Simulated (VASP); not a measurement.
# Be (Pm-3) in VASP: density of states with PBE

Aim: the density of states of Be with PBE.

Program: VASP 6.6.1. These are calculated values, not measurements. Logs are shortened: lines on timing, memory, paths and dates and some standing lists are left out, and cuts for length are marked.

### Step 1. The cell of the first run

It takes space group Pm-3 (No. 200, cubic). The conventional cell has a = 3.933 Å, b = 3.933 Å, c = 3.933 Å, α = 90.00°, β = 90.00°, γ = 90.00°. Be (site symmetry mm2) has 12 Be at 1.94 to 2.41 Å within 2.6 Å. Within 2.9 Å of Be (site symmetry m-3) lie 12 Be at 2.19 Å.

### Step 2. Density of states, PBE

Input file POSCAR:

```
Be
1.0
    3.9327425237      0.0000000000      0.0000000000
    0.0000000000      3.9327425237      0.0000000000
    0.0000000000      0.0000000000      3.9327425237
Be
7
Direct
    0.5000000000      0.7468489278      0.0000000000
    0.0000000000      0.5000000000      0.2531510722
    0.7468489278      0.0000000000      0.5000000000
    0.5000000000      0.2531510722      0.0000000000
    0.0000000000      0.5000000000      0.7468489278
    0.2531510722      0.0000000000      0.5000000000
    0.5000000000      0.5000000000      0.5000000000
```

Input file INCAR.step1:

```
SYSTEM = Be
ALGO = Normal
EDIFF = 1E-7
ENCUT = 520
GGA = PE
ISIF = 2
ISMEAR = 0
LASPH = .TRUE.
LCHARG = .TRUE.
LREAL = .FALSE.
LWAVE = .FALSE.
NBANDS = 16
NELM = 100
PREC = Accurate
SIGMA = 0.1
```

Input file KPOINTS.step1:

```
k-points
0
G
  10 10 10
  0 0 0
```

Input file INCAR.step2:

```
SYSTEM = Be
ALGO = Normal
EDIFF = 1E-7
ENCUT = 520
GGA = PE
ICHARG = 11
ISIF = 2
ISMEAR = -5
LASPH = .TRUE.
LCHARG = .FALSE.
LORBIT = 10
LREAL = .FALSE.
LWAVE = .FALSE.
NBANDS = 16
NEDOS = 2001
NELM = 100
PREC = Accurate
SIGMA = 0.1
```

Input file KPOINTS.step2:

```
k-points
0
G
  15 15 15
  0 0 0
```

Potentials or basis: VASP PAW PBE potentials, release 64 (Be).

On the command line:

```bash
$ cat potpaw_PBE.64/Be/POTCAR > POTCAR
$ cp INCAR.step1 INCAR
$ cp KPOINTS.step1 KPOINTS
$ mpirun -np 1 vasp_std > vasp.out
$ cp INCAR.step2 INCAR
$ cp KPOINTS.step2 KPOINTS
$ mpirun -np 1 vasp_std > vasp.out
```

OUTCAR:

```text
SYSTEM = Be
   EDIFF = 1E-7
   ENCUT = 520
   GGA = PE
   ICHARG = 11
   ISIF = 2
   ISMEAR = -5
   LASPH = .TRUE.
   LORBIT = 10
   LREAL = .FALSE.
   NELM = 100
   PREC = Accurate

 ion  position               nearest neighbor table
   1  0.500  0.747  0.000-   4 1.94   4 1.99   7 2.19   7 2.19
   2  0.000  0.500  0.253-   5 1.94   5 1.99   7 2.19   7 2.19
   3  0.747  0.000  0.500-   6 1.94   6 1.99   7 2.19   7 2.19
   4  0.500  0.253  0.000-   1 1.94   1 1.99   7 2.19   7 2.19
   5  0.000  0.500  0.747-   2 1.94   2 1.99   7 2.19   7 2.19
   6  0.253  0.000  0.500-   3 1.94   3 1.99   7 2.19   7 2.19
   7  0.500  0.500  0.500-   1 2.19   2 2.19   3 2.19   4 2.19   5 2.19   6 2.19   1 2.19   4 2.19
                             3 2.19   6 2.19   2 2.19   5 2.19

  LATTYP: Found a simple cubic cell.
 ALAT       =     3.9327425237

  Lattice vectors:

 A1 = (   3.9327425237,   0.0000000000,   0.0000000000)
 A2 = (   0.0000000000,   3.9327425237,   0.0000000000)
 A3 = (   0.0000000000,   0.0000000000,   3.9327425237)

Analysis of symmetry for initial positions (statically):
=====================================================================
 Subroutine PRICEL returns:
 Original cell was already a primitive cell.

 Routine SETGRP: Setting up the symmetry group for a
 simple cubic supercell.

 Subroutine GETGRP returns: Found 24 space group operations
 (whereof 24 operations were pure point group operations)
 out of a pool of 48 trial point group operations.

The static configuration has the point symmetry T_h .

Analysis of symmetry for dynamics (positions and initial velocities):
=====================================================================
 Subroutine PRICEL returns:
 Original cell was already a primitive cell.

 Routine SETGRP: Setting up the symmetry group for a
 simple cubic supercell.

 Subroutine GETGRP returns: Found 24 space group operations
 (whereof 24 operations were pure point group operations)
 out of a pool of 48 trial point group operations.

The dynamic configuration has the point symmetry T_h .

 Subroutine INISYM returns: Found 24 space group operations
 (whereof 24 operations are pure point group operations),
 and found     1 'primitive' translations

----------------------------------------------------------------------------------------

                                     Primitive cell

  volume of cell :      60.8256

  direct lattice vectors                    reciprocal lattice vectors
     3.932742524  0.000000000  0.000000000     0.254275482  0.000000000  0.000000000
     0.000000000  3.932742524  0.000000000     0.000000000  0.254275482  0.000000000
     0.000000000  0.000000000  3.932742524     0.000000000  0.000000000  0.254275482

  length of vectors
     3.932742524  3.932742524  3.932742524     0.254275482  0.254275482  0.254275482

  position of ions in fractional coordinates (direct lattice)
     0.500000000  0.746848928  0.000000000
     0.000000000  0.500000000  0.253151072
     0.746848928  0.000000000  0.500000000
     0.500000000  0.253151072  0.000000000
     0.000000000  0.500000000  0.746848928
     0.253151072  0.000000000  0.500000000
     0.500000000  0.500000000  0.500000000

  ion indices of the primitive-cell ions
   primitive index   ion index
                 1           1
                 2           2
                 3           3
                 4           4
                 5           5
                 6           6
                 7           7

----------------------------------------------------------------------------------------

 KPOINTS: k-points

Automatic generation of k-mesh.
 Grid dimensions read from file:
 generate k-points for:   15   15   15

 Generating k-lattice:

  Cartesian coordinates                     Fractional coordinates (reciprocal lattice)
     0.016951699  0.000000000  0.000000000     0.066666667  0.000000000  0.000000000
     0.000000000  0.016951699  0.000000000     0.000000000  0.066666667  0.000000000
     0.000000000  0.000000000  0.016951699     0.000000000  0.000000000  0.066666667

  Length of vectors
     0.016951699  0.016951699  0.016951699

  Shift w.r.t. Gamma in fractional coordinates (k-lattice)
     0.000000000  0.000000000  0.000000000

 TETIRR: Found   3241 inequivalent tetrahedra from    20250

 Subroutine IBZKPT returns following result:
 ===========================================

 Found    176 irreducible k-points:

 Following reciprocal coordinates:
            Coordinates               Weight
  0.000000  0.000000  0.000000      1.000000
  0.066667  0.000000  0.000000      6.000000
  0.133333  0.000000  0.000000      6.000000
  0.200000  0.000000  0.000000      6.000000
  0.266667  0.000000  0.000000      6.000000
  0.333333  0.000000  0.000000      6.000000
[... 16 lines left out ...]
  0.200000  0.133333  0.000000     12.000000
 -0.133333  0.200000  0.000000     12.000000
 [... further k-points ...]
   k-points           NKPTS =    176   k-points in BZ     NKDIM =    176   number of bands    NBANDS=     16
   number of dos      NEDOS =   2001   number of ions     NIONS =      7
   total plane-waves  NPLWV =  27000
   dimension x,y,z NGX =    30 NGY =   30 NGZ =   30
   dimension x,y,z NGXF=    60 NGYF=   60 NGZF=   60
   ions per type =               7
   NGX,Y,Z   is equivalent  to a cutoff of  12.68, 12.68, 12.68 a.u.
   NGXF,Y,Z  is equivalent  to a cutoff of  25.36, 25.36, 25.36 a.u.
 SYSTEM =  Be
   PREC   = accura    normal or accurate (medium, high low for compatibility)
   ISTART =      0    job   : 0-new  1-cont  2-samecut
   ICHARG =     11    charge: 1-file 2-atom 10-const
   ISPIN  =      1    spin polarized calculation?
   LNONCOLLINEAR =      F non collinear calculations
   LSORBIT =      F    spin-orbit coupling
   LASPH  =      T    aspherical Exc in radial PAW
   ENCUT  =  520.0 eV  38.22 Ry    6.18 a.u.   7.31  7.31  7.31*2*pi/ulx,y,z
   NELM   =    100;   NELMIN=  2; NELMDL=  0     # of ELM steps
   EDIFF  = 0.1E-06   stopping-criterion for ELM
   LREAL  =      F    real-space projection
   EDIFFG = 0.1E-05   stopping-criterion for IOM
   NSW    =      0    number of steps for IOM
   IBRION =     -1    ionic relax: 0-MD 1-quasi-New 2-CG
   NFREE  =      0    steps in history (QN), initial steepest desc. (CG)
   ISIF   =      2    stress and relaxation
   ISYM   =      2    0-nonsym 1-usesym 2-fastsym
   POTIM  = 0.5000    time-step for ionic-motion
   TEBEG  =    0.0;   TEEND  =   0.0 temperature during run
   PSTRESS=    0.0 pullay stress
   NELECT =      14.0000    total number of electrons
   NUPDOWN=      -1.0000    fix difference up-down
   EMIN   =  10.00;   EMAX   =-10.00  energy-range for DOS
   EFERMI =   0.00;   METHOD = LEGACY
   ISMEAR =    -5;   SIGMA  =   0.10  broadening in eV -4-tet -1-fermi 0-gaus
   EFERMI_NEDOS =   21; number of points for ismear=-14 and -15
   IALGO  =     38    algorithm
   IMIX   =      4    mixing-type and parameters
     AMIX     =   0.40;   BMIX     =  1.00
     AMIX_MAG =   1.60;   BMIX_MAG =  1.00
  volume/ion in A,a.u.               =       8.69        58.64
  Fermi-wavevector in a.u.,A,eV,Ry     =   1.003280  1.895924 13.695217  1.006570
  Thomas-Fermi vector in A             =   2.135821
   LORBIT       =     10    0 simple, 1 ext, 2 COOP (PROOUT), +10 PAW based schemes
   GGA     = PE    functional components
   LHFCALC =     F    Hartree Fock is set to
   AEXX    =    0.0000 exact exchange contribution
   IVDW    =     0    specifies the selected vdW correction
   LEPSILON=     F    determine dielectric tensor
   LRPA    =     F    only Hartree local field effects (RPA)
 non-spin polarized calculation
 Fermi weights with tetrahedron method with Bloechl corrections
  energy-cutoff  :      520.00
  volume of cell :       60.83
 maximum number of plane-waves:      1662
 NGX is ok and might be reduce to    30

 number of electron      14.0000000 magnetization

 Free energy of the ion-electron system (eV)
  ---------------------------------------------------
  ext. energy  EPLUGINS =         0.00000000
  ---------------------------------------------------
  free energy    TOTEN  =       -25.12292963 eV

  energy without entropy =      -25.12292963  energy(sigma->0) =      -25.12292963

 E-fermi :   5.7056     XC(G=0): -10.2101

 val. band max:        5.7855239906   @ k =  -0.2000   0.3333   0.0000
 cond. band min:       5.6793347639   @ k =  -0.3333   0.4000   0.2667
 fundamental gap:     -0.1061892266
 Fermi energy:         5.7055972223

 k-point     1 :       0.0000    0.0000    0.0000
  band No.  band energies     occupation
      1      -4.6827      2.00000
      2       1.7015      2.00000
      3       1.7015      2.00000
      4       1.7015      2.00000
      5       2.5617      2.00000
      6       2.5617      2.00000
[... 8 lines left out ...]
     15      10.4242      0.00000
     16      14.0500      0.00000

 k-point     2 :       0.0667    0.0000    0.0000
  band No.  band energies     occupation
      1      -4.6514      2.00000
      2       1.2716      2.00000
      3       1.7217      2.00000
      4       1.7411      2.00000
      5       2.5785      2.00000
      6       2.8590      2.00000
[... 8 lines left out ...]
     15      11.3506      0.00000
     16      14.0718      0.00000

 k-point     3 :       0.1333    0.0000    0.0000
  band No.  band energies     occupation
      1      -4.5578      2.00000
      2       0.5675      2.00000
      3       1.7804      2.00000
      4       1.8600      2.00000
      5       2.6277      2.00000
      6       3.1519      2.00000
[... 8 lines left out ...]
     15      12.3658      0.00000
     16      14.1797      0.00000

 k-point     4 :       0.2000    0.0000    0.0000
  band No.  band energies     occupation
      1      -4.4024      2.00000
      2      -0.1490      2.00000
      3       1.8717      2.00000
      4       2.0580      2.00000
      5       2.7060      2.00000
      6       3.2902      2.00000
[... 8 lines left out ...]
     15      13.1390      0.00000
     16      14.4777      0.00000
[... 324 lines left out ...]
 k-point    22 :       0.1333    0.1333    0.0000
  band No.  band energies     occupation
      1      -4.4330      2.00000
      2       0.6210      2.00000
      3       0.7597      2.00000
      4       1.9395      2.00000
      5       2.9353      2.00000
      6       3.6513      2.00000
[... 8 lines left out ...]
     15      12.9328      0.00000
     16      13.7390      0.00000

 k-point    23 :       0.2000    0.1333    0.0000
  band No.  band energies     occupation
      1      -4.2776      2.00000
      2      -0.0367      2.00000
      3       0.8703      2.00000
      4       2.0314      2.00000
      5       3.0277      2.00000
      6       3.8167      2.00000
[... 8 lines left out ...]
     15      13.0715      0.00000
     16      13.7101      0.00000

 k-point    24 :      -0.1333    0.2000    0.0000
  band No.  band energies     occupation
      1      -4.2775      2.00000
      2      -0.0230      2.00000
      3       0.8143      2.00000
      4       2.1381      2.00000
      5       3.0198      2.00000
      6       3.6784      2.00000
[... 8 lines left out ...]
     15      13.7787      0.00000
     16      13.8199      0.00000

 [... further k-points ...]

------------------------ aborting loop because EDIFF is reached ----------------------------------------

  FORCE on cell =-STRESS in cart. coord.  units (eV):
  Direction    XX          YY          ZZ          XY          YZ          ZX
  --------------------------------------------------------------------------------------
  -------------------------------------------------------------------------------------
  Total        0.0738866      0.0738866      0.0738866      0.0000000     -0.0000000      0.0000000
  in kB        1.9462093      1.9462093      1.9462093      0.0000000     -0.0000000      0.0000000
  external PRESSURE =       1.9462093 kB  Pullay stress =       0.0000000 kB

 VOLUME and BASIS-vectors are now :
 -----------------------------------------------------------------------------
  energy-cutoff  :      520.00
  volume of cell :       60.83
      direct lattice vectors                 reciprocal lattice vectors
     3.932742524  0.000000000  0.000000000     0.254275482  0.000000000  0.000000000
     0.000000000  3.932742524  0.000000000     0.000000000  0.254275482  0.000000000
     0.000000000  0.000000000  3.932742524     0.000000000  0.000000000  0.254275482

 POSITION                                       TOTAL-FORCE (eV/Angst)
 -----------------------------------------------------------------------------------
      1.96637      2.93716      0.00000         0.000000     -0.032717     -0.000000
      0.00000      1.96637      0.99558         0.000000     -0.000000      0.032717
      2.93716      0.00000      1.96637        -0.032717     -0.000000     -0.000000
      1.96637      0.99558      0.00000         0.000000      0.032717     -0.000000
      0.00000      1.96637      2.93716         0.000000     -0.000000     -0.032717
      0.99558      0.00000      1.96637         0.032717     -0.000000     -0.000000
      1.96637      1.96637      1.96637         0.000000     -0.000000     -0.000000
 -----------------------------------------------------------------------------------
    total drift:                                0.000000      0.000000     -0.000000

  FREE ENERGIE OF THE ION-ELECTRON SYSTEM (eV)
  ---------------------------------------------------
  free  energy   TOTEN  =       -25.1229296347 eV

  energy  without entropy=      -25.1229296347  energy(sigma->0) =      -25.12292963

 total charge

# of ion       s       p       d       tot
------------------------------------------
    1        0.414   0.739   0.000   1.152
    2        0.414   0.739   0.000   1.152
    3        0.414   0.739   0.000   1.152
    4        0.414   0.739   0.000   1.152
    5        0.414   0.739   0.000   1.152
    6        0.414   0.739   0.000   1.152
    7        0.424   0.829   0.000   1.253
--------------------------------------------------
tot          2.907   5.260   0.000   8.168
```

Wall time 2 min (1 thread of AMD EPYC 9R45 (Zen 5), shared host); peak memory 0.21 GiB.

What came out:

```yaml
Valence_electrons_inside_the_program's_atomic_spheres: Be 1.15, 1.25
```

Caveat: tetrahedron occupations give inexact forces and stress in metals.
